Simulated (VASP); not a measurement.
# TiAl (Cmmm) in VASP: a series of runs

The runs below take TiAl through single point, with r2SCAN.

All numbers are computed with VASP 6.6.1; they aren't measurements. Logs are shortened: lines on timing, memory, paths and dates and some standing lists are left out, and cuts for length are marked.

**1. The cell of the first run**

The structure is orthorhombic, space group Cmmm (No. 65). Conventional cell: a = 4.485 Å, b = 4.507 Å, c = 3.179 Å, α = 90.00°, β = 90.00°, γ = 90.00°. Within 3.6 Å of Ti (site symmetry mmm) lie 8 Al at 2.75 to 2.76 Å and 6 Ti at 3.18 Å. Al (site symmetry mmm) has 8 Ti at 2.75 to 2.76 Å and 6 Al at 3.18 Å within 3.6 Å.

**2. Single point, r2SCAN (strain +0.0050 x Voigt [0, 0, 0, 0, 0, 1])**

POSCAR reads:

```
TiAl
1.0
    3.1790640000      0.0079476600      0.0000000000
    0.0079476600      3.1790640000      0.0000000000
    0.0000000000      0.0000000000      3.1790640000
Ti Al
1 1
Direct
    0.0000000000      0.0000000000      0.0000000000
    0.5000000000      0.5000000000      0.5000000000
```

INCAR.step1 reads:

```
  PREC = Accurate
  ENCUT = 520
  ISMEAR = 0
  SIGMA = 0.15
  LREAL = F
  LASPH = T
  NELM = 80
  NBANDS = 14
  GGA = PE
  ALGO = Normal
  EDIFF = 1E-4
  LWAVE = T
  LCHARG = F
```

INCAR.step2 reads:

```
  PREC = Accurate
  ENCUT = 520
  EDIFF = 1E-6
  ISMEAR = 0
  SIGMA = 0.15
  LREAL = F
  LASPH = T
  NELM = 80
  ALGO = Normal
  ISIF = 2
  LWAVE = F
  LCHARG = F
  METAGGA = R2SCAN
  LMIXTAU = T
  NBANDS = 14
  ISTART = 1
```

KPOINTS reads:

```
Automatic mesh
0
Gamma
  16 16 16
```

Potentials or basis: VASP PAW PBE potentials, release 64 (Ti_sv, Al).

The run is started by

```sh
> cat potpaw_PBE.64/Ti_sv/POTCAR potpaw_PBE.64/Al/POTCAR > POTCAR
> cp INCAR.step1 INCAR
> mpirun -np 1 vasp_std > vasp.out
> cp INCAR.step2 INCAR
> mpirun -np 1 vasp_std > vasp.out
```

OUTCAR:

```text
PREC = Accurate
   ENCUT = 520
   EDIFF = 1E-6
   ISMEAR = 0
   LREAL = F
   LASPH = T
   NELM = 80
   ISIF = 2
   METAGGA = R2SCAN
   ISTART = 1

 ion  position               nearest neighbor table
   1  0.000  0.000  0.000-   2 2.75   2 2.75   2 2.75   2 2.75   2 2.76   2 2.76   2 2.76   2 2.76

   2  0.500  0.500  0.500-   1 2.75   1 2.75   1 2.75   1 2.75   1 2.76   1 2.76   1 2.76   1 2.76

  LATTYP: Found a base centered orthorhombic cell.
 ALAT       =     4.4846357359
 B/A-ratio  =     1.0050125313
 C/A-ratio  =     0.7088789786

  Lattice vectors:

 A1 = (  -0.0079476600,  -3.1790640000,   0.0000000000)
 A2 = (   3.1790640000,   0.0079476600,   0.0000000000)
 A3 = (   0.0000000000,   0.0000000000,   3.1790640000)

Analysis of symmetry for initial positions (statically):
=====================================================================
 Subroutine PRICEL returns:
 Original cell was already a primitive cell.

 Routine SETGRP: Setting up the symmetry group for a
 base centered orthorhombic supercell.

 Subroutine GETGRP returns: Found  8 space group operations
 (whereof  8 operations were pure point group operations)
 out of a pool of  8 trial point group operations.

The static configuration has the point symmetry D_2h.

Analysis of symmetry for dynamics (positions and initial velocities):
=====================================================================
 Subroutine PRICEL returns:
 Original cell was already a primitive cell.

 Routine SETGRP: Setting up the symmetry group for a
 base centered orthorhombic supercell.

 Subroutine GETGRP returns: Found  8 space group operations
 (whereof  8 operations were pure point group operations)
 out of a pool of  8 trial point group operations.

The dynamic configuration has the point symmetry D_2h.

 Subroutine INISYM returns: Found  8 space group operations
 (whereof  8 operations are pure point group operations),
 and found     1 'primitive' translations

----------------------------------------------------------------------------------------

                                     Primitive cell

  volume of cell :      32.1288

  direct lattice vectors                    reciprocal lattice vectors
     3.179064000  0.007947660  0.000000000     0.314559962 -0.000786400  0.000000000
     0.007947660  3.179064000  0.000000000    -0.000786400  0.314559962  0.000000000
     0.000000000  0.000000000  3.179064000     0.000000000  0.000000000  0.314557996

  length of vectors
     3.179073935  3.179073935  3.179064000     0.314560945  0.314560945  0.314557996

  position of ions in fractional coordinates (direct lattice)
     0.000000000  0.000000000  0.000000000
     0.500000000  0.500000000  0.500000000

  ion indices of the primitive-cell ions
   primitive index   ion index
                 1           1
                 2           2

----------------------------------------------------------------------------------------

 KPOINTS: Automatic mesh

Automatic generation of k-mesh.
 Grid dimensions read from file:
 generate k-points for:   16   16   16

 Generating k-lattice:

  Cartesian coordinates                     Fractional coordinates (reciprocal lattice)
     0.019659998 -0.000049150  0.000000000     0.062500000  0.000000000  0.000000000
    -0.000049150  0.019659998  0.000000000     0.000000000  0.062500000  0.000000000
     0.000000000  0.000000000  0.019659875     0.000000000  0.000000000  0.062500000

  Length of vectors
     0.019660059  0.019660059  0.019659875

  Shift w.r.t. Gamma in fractional coordinates (k-lattice)
     0.000000000  0.000000000  0.000000000

 Subroutine IBZKPT returns following result:
 ===========================================

 Found    657 irreducible k-points:

 Following reciprocal coordinates:
            Coordinates               Weight
  0.000000  0.000000  0.000000      1.000000
  0.062500  0.000000  0.000000      4.000000
  0.125000  0.000000  0.000000      4.000000
  0.187500  0.000000  0.000000      4.000000
  0.250000  0.000000  0.000000      4.000000
  0.312500  0.000000  0.000000      4.000000
[... 16 lines left out ...]
 -0.125000  0.062500  0.000000      4.000000
 -0.062500  0.062500  0.000000      2.000000
 [... further k-points ...]
   k-points           NKPTS =    657   k-points in BZ     NKDIM =    657   number of bands    NBANDS=     14
   number of dos      NEDOS =    301   number of ions     NIONS =      2
   total plane-waves  NPLWV =  13824
   dimension x,y,z NGX =    24 NGY =   24 NGZ =   24
   dimension x,y,z NGXF=    48 NGYF=   48 NGZF=   48
   ions per type =               1   1
   NGX,Y,Z   is equivalent  to a cutoff of  12.55, 12.55, 12.55 a.u.
   NGXF,Y,Z  is equivalent  to a cutoff of  25.10, 25.10, 25.10 a.u.
 SYSTEM =  unknown system
   PREC   = accura    normal or accurate (medium, high low for compatibility)
   ISTART =      1    job   : 0-new  1-cont  2-samecut
   ICHARG =      0    charge: 1-file 2-atom 10-const
   ISPIN  =      1    spin polarized calculation?
   LNONCOLLINEAR =      F non collinear calculations
   LSORBIT =      F    spin-orbit coupling
   LASPH  =      T    aspherical Exc in radial PAW
   ENCUT  =  520.0 eV  38.22 Ry    6.18 a.u.   5.91  5.91  5.91*2*pi/ulx,y,z
   NELM   =     80;   NELMIN=  2; NELMDL=  0     # of ELM steps
   EDIFF  = 0.1E-05   stopping-criterion for ELM
   LREAL  =      F    real-space projection
   EDIFFG = 0.1E-04   stopping-criterion for IOM
   NSW    =      0    number of steps for IOM
   IBRION =     -1    ionic relax: 0-MD 1-quasi-New 2-CG
   NFREE  =      0    steps in history (QN), initial steepest desc. (CG)
   ISIF   =      2    stress and relaxation
   ISYM   =      2    0-nonsym 1-usesym 2-fastsym
   POTIM  = 0.5000    time-step for ionic-motion
   TEBEG  =    0.0;   TEEND  =   0.0 temperature during run
   PSTRESS=    0.0 pullay stress
   NELECT =      15.0000    total number of electrons
   NUPDOWN=      -1.0000    fix difference up-down
   EMIN   =  10.00;   EMAX   =-10.00  energy-range for DOS
   EFERMI =   0.00;   METHOD = LEGACY
   ISMEAR =     0;   SIGMA  =   0.15  broadening in eV -4-tet -1-fermi 0-gaus
   EFERMI_NEDOS =   21; number of points for ismear=-14 and -15
   IALGO  =     38    algorithm
   IMIX   =      4    mixing-type and parameters
     AMIX     =   0.40;   BMIX     =  1.00
     AMIX_MAG =   1.60;   BMIX_MAG =  1.00
  volume/ion in A,a.u.               =      16.06       108.41
  Fermi-wavevector in a.u.,A,eV,Ry     =   1.270009  2.399969 21.945156  1.612923
  Thomas-Fermi vector in A             =   2.403020
   LORBIT       =      0    0 simple, 1 ext, 2 COOP (PROOUT), +10 PAW based schemes
   METAGGA = R2SCAN    functional components
   LHFCALC =     F    Hartree Fock is set to
   AEXX    =    0.0000 exact exchange contribution
   IVDW    =     0    specifies the selected vdW correction
   LEPSILON=     F    determine dielectric tensor
   LRPA    =     F    only Hartree local field effects (RPA)
 non-spin polarized calculation
 Gauss-broadening in eV      SIGMA  =   0.15
  energy-cutoff  :      520.00
  volume of cell :       32.13
 maximum number of plane-waves:       912
   NGX = 11   NGY = 11   NGZ = 11

 number of electron      14.9999993 magnetization

 Free energy of the ion-electron system (eV)
  ---------------------------------------------------
  ext. energy  EPLUGINS =         0.00000000
  ---------------------------------------------------
  free energy    TOTEN  =       -20.32157097 eV

  energy without entropy =      -20.29947398  energy(sigma->0) =      -20.31052247

 E-fermi :   8.8388     XC(G=0): -11.9005

 val. band max:        8.8383739535   @ k =   0.1250   0.1250   0.3750
 cond. band min:       8.8405512321   @ k =   0.3125   0.2500   0.0625
 fundamental gap:      0.0021772786
 Fermi energy:         8.8387950922

 k-point     1 :       0.0000    0.0000    0.0000
  band No.  band energies     occupation
      1     -50.4467      2.00000
      2     -25.6034      2.00000
      3     -25.6006      2.00000
      4     -25.5979      2.00000
      5      -1.0310      2.00000
      6       7.2125      2.00000
      7       7.2127      2.00000
      8      10.8667      0.00000
      9      10.8805      0.00000
     10      10.8948      0.00000
     11      13.4449      0.00000
     12      13.4536      0.00000
     13      13.4629      0.00000
     14      17.8978      0.00000

 k-point     2 :       0.0625    0.0000    0.0000
  band No.  band energies     occupation
      1     -50.4461      2.00000
      2     -25.6086      2.00000
      3     -25.6000      2.00000
      4     -25.5992      2.00000
      5      -0.9654      2.00000
      6       7.1774      2.00000
      7       7.2430      2.00000
      8      10.7565      0.00000
      9      10.7578      0.00000
     10      10.8901      0.00000
     11      13.1634      0.00000
     12      13.6238      0.00000
     13      13.6243      0.00000
     14      17.8121      0.00000

 k-point     3 :       0.1250    0.0000    0.0000
  band No.  band energies     occupation
      1     -50.4444      2.00000
      2     -25.6281      2.00000
      3     -25.5983      2.00000
      4     -25.5981      2.00000
      5      -0.7700      2.00000
      6       7.0426      2.00000
      7       7.3316      2.00000
      8      10.4650      0.00000
      9      10.4653      0.00000
     10      10.9116      0.00000
     11      12.5563      0.00000
     12      14.0603      0.00000
     13      14.0605      0.00000
     14      17.5656      0.00000

 k-point     4 :       0.1875    0.0000    0.0000
  band No.  band energies     occupation
      1     -50.4417      2.00000
      2     -25.6580      2.00000
      3     -25.5957      2.00000
      4     -25.5956      2.00000
      5      -0.4491      2.00000
      6       6.7366      2.00000
      7       7.4705      2.00000
      8      10.1183      0.00000
      9      10.1186      0.00000
     10      10.9454      0.00000
     11      12.0084      0.00000
     12      14.6523      0.00000
     13      14.6524      0.00000
     14      17.1904      0.00000

 k-point     5 :       0.2500    0.0000    0.0000
  band No.  band energies     occupation
      1     -50.4387      2.00000
      2     -25.6932      2.00000
      3     -25.5926      2.00000
      4     -25.5926      2.00000
      5      -0.0093      2.00000
      6       6.2044      2.00000
      7       7.6454      2.00000
      8       9.7864      0.00000
      9       9.7866      0.00000
     10      10.9859      0.00000
     11      11.7085      0.00000
[... 276 lines left out ...]
 k-point    22 :      -0.1875    0.0625    0.0000
  band No.  band energies     occupation
      1     -50.4411      2.00000
      2     -25.6575      2.00000
      3     -25.6025      2.00000
      4     -25.5951      2.00000
      5      -0.3842      2.00000
      6       6.7662      2.00000
      7       7.4487      2.00000
      8       9.9781      0.00000
      9      10.1175      0.00000
     10      10.8687      0.00000
     11      12.1298      0.00000
     12      14.2876      0.00000
     13      14.7850      0.00000
     14      17.4162      0.00000

 k-point    23 :      -0.1250    0.0625    0.0000
  band No.  band energies     occupation
      1     -50.4437      2.00000
      2     -25.6278      2.00000
      3     -25.6048      2.00000
      4     -25.5977      2.00000
      5      -0.7043      2.00000
      6       7.0631      2.00000
      7       7.3122      2.00000
      8      10.3256      0.00000
      9      10.4461      0.00000
     10      10.8394      0.00000
     11      12.6945      0.00000
     12      13.7485      0.00000
     13      14.2074      0.00000
     14      17.7461      0.00000

 k-point    24 :      -0.0625    0.0625    0.0000
  band No.  band energies     occupation
      1     -50.4455      2.00000
      2     -25.6103      2.00000
      3     -25.6039      2.00000
      4     -25.5994      2.00000
      5      -0.8994      2.00000
      6       7.1776      2.00000
      7       7.2386      2.00000
      8      10.6306      0.00000
      9      10.6928      0.00000
     10      10.8471      0.00000
     11      13.2683      0.00000
     12      13.3813      0.00000
     13      13.7865      0.00000
     14      17.9106      0.00000

 [... further k-points ...]

------------------------ aborting loop because EDIFF is reached ----------------------------------------

  FORCE on cell =-STRESS in cart. coord.  units (eV):
  Direction    XX          YY          ZZ          XY          YZ          ZX
  --------------------------------------------------------------------------------------
  -------------------------------------------------------------------------------------
  Total       -0.1450275     -0.1450275     -0.1440914     -0.0770555      0.0000000      0.0000000
  in kB       -7.2321258     -7.2321258     -7.1854449     -3.8425461      0.0000000      0.0000000
  external PRESSURE =      -7.2165655 kB  Pullay stress =       0.0000000 kB

 VOLUME and BASIS-vectors are now :
 -----------------------------------------------------------------------------
  energy-cutoff  :      520.00
  volume of cell :       32.13
      direct lattice vectors                 reciprocal lattice vectors
     3.179064000  0.007947660  0.000000000     0.314559962 -0.000786400  0.000000000
     0.007947660  3.179064000  0.000000000    -0.000786400  0.314559962  0.000000000
     0.000000000  0.000000000  3.179064000     0.000000000  0.000000000  0.314557996

 POSITION                                       TOTAL-FORCE (eV/Angst)
 -----------------------------------------------------------------------------------
      0.00000      0.00000      0.00000         0.000000      0.000000      0.000000
      1.59351      1.59351      1.58953        -0.000000      0.000000      0.000000
 -----------------------------------------------------------------------------------
    total drift:                                0.000000      0.000000      0.000000

  FREE ENERGIE OF THE ION-ELECTRON SYSTEM (eV)
  ---------------------------------------------------
  free  energy   TOTEN  =       -20.3215709665 eV

  energy  without entropy=      -20.2994739757  energy(sigma->0) =      -20.31052247
```

It took 3.5 min on 1 thread of Intel Xeon 6975P-C (Granite Rapids), shared host; peak memory 0.4 GiB.

What came out:

```
Free energy            : -20.3216 eV
Pressure               : -0.7 GPa
Band gap on the k mesh : zero (an odd number of electrons rules out a gap without spin polarisation)
```

Caveat: the cell differs from its parent crystal (strain +0.0050 x Voigt [0, 0, 0, 0, 0, 1]); the PAW data sets were made with another functional, which shifts forces and pressure a little.

**3. Single point, r2SCAN (strain +0.0175 x Voigt [0, 0, 0, 0, 0, 1])**

POSCAR reads:

```
TiAl
1.0
    3.1790640000      0.0278168100      0.0000000000
    0.0278168100      3.1790640000      0.0000000000
    0.0000000000      0.0000000000      3.1790640000
Ti Al
1 1
Direct
    0.0000000000      0.0000000000      0.0000000000
    0.5000000000      0.5000000000      0.5000000000
```

INCAR.step1 reads:

```
PREC = Accurate
ENCUT = 520
ISMEAR = 0
SIGMA = 0.15
LREAL = False
LASPH = True
NELM = 100
NBANDS = 14
GGA = PE
ALGO = Normal
EDIFF = 1E-4
LWAVE = True
LCHARG = False
```

INCAR.step2 reads:

```
PREC = Accurate
ENCUT = 520
EDIFF = 1E-6
ISMEAR = 0
SIGMA = 0.15
LREAL = False
LASPH = True
NELM = 100
ALGO = Normal
ISIF = 2
LWAVE = False
LCHARG = False
METAGGA = R2SCAN
LMIXTAU = True
NBANDS = 14
ISTART = 1
```

KPOINTS is that of step 2.

Potentials or basis: VASP PAW PBE potentials, release 64 (Ti_sv, Al).

The run is started by

```sh
> cat potpaw_PBE.64/Ti_sv/POTCAR potpaw_PBE.64/Al/POTCAR > POTCAR
> cp INCAR.step1 INCAR
> mpirun -np 1 vasp_std > vasp.out
> cp INCAR.step2 INCAR
> mpirun -np 1 vasp_std > vasp.out
```

Run time: 3.8 min. Hardware: 1 thread of Intel Xeon 6975P-C (Granite Rapids), shared host; peak memory 0.39 GiB.

The run converged. Its results:

```yaml
Free_energy: -20.3194 eV
Pressure: -0.7 GPa
Band_gap_on_the_k_mesh: zero (an odd number of electrons rules out a gap without spin polarisation)
```

Stress tensor (GPa, compression positive):
```
-0.70 -1.35  0.00
-1.35 -0.70  0.00
 0.00  0.00 -0.64
```

Levels at points of the mesh, in eV from the Fermi level:
```tsv
k point	band 3	band 4	band 5	band 6	band 7	band 8	band 9	band 10	band 11	band 12
(0.00, 0.00, 0.00)	-34.44	-34.43	-9.87	-1.62	-1.62	1.99	2.04	2.09	4.59	4.62
(0.50, 0.00, 0.00)	-34.42	-34.42	-6.45	-5.60	-0.66	0.28	0.29	2.26	3.10	6.66
(0.50, 0.50, 0.00)	-34.59	-34.41	-5.24	-2.52	-2.30	-1.63	0.86	0.89	2.82	4.91
(0.00, 0.00, 0.50)	-34.43	-34.41	-6.45	-5.60	-0.66	0.20	0.36	2.25	3.10	6.67
(0.50, 0.00, 0.50)	-34.59	-34.40	-5.24	-2.41	-2.41	-1.63	0.87	0.88	2.82	4.94
(0.50, 0.50, 0.50)	-34.57	-34.57	-3.30	-3.27	-3.24	0.91	2.74	2.88	2.89	2.89
```

Caveat: the cell differs from its parent crystal (strain +0.0175 x Voigt [0, 0, 0, 0, 0, 1]); the PAW data sets were made with another functional, which shifts forces and pressure a little.
